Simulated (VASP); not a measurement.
Crystal: TaN.

```xyz
2
Lattice="0.0000 2.2113 2.2113 2.2113 0.0000 2.2113 2.2113 2.2113 0.0000" Properties=species:S:1:pos:R:3 pbc="T T T"
Ta    2.2113    2.2113    2.2113
N     0.0000    0.0000    0.0000
```

Base run:

```yaml
Program: VASP 6.6.1
Functional: r2SCAN
Potentials_or_basis: VASP PAW PBE potentials, release 64 (Ta_sv_GW, N)
Cutoff: 770 eV
k_mesh: 10 × 10 × 10
Occupations: fermi-dirac, width 0.05 eV
Spin: no spin polarisation
Hubbard_terms: Ta d U = 2.0 eV
```

Its results: band gap on the k mesh zero (bands 9 and 10 overlap by 4.03 eV); pressure -0.4 GPa.

Task: The run is repeated on the same cell with these changes: hubbard terms from Ta d U = 2.0 eV to Ta d U = 1.0 eV. What comes out?

Result: Band gap on the k mesh zero (bands 9 and 10 overlap by 4.00 eV); pressure -3.3 GPa.

Caveats: the PAW data sets were made with another functional, which shifts forces and pressure a little; spin-orbit coupling is left out, which moves the levels of the heavy elements; U without spin polarisation on a metal has little footing; the cell stands under tension (at least some runs).
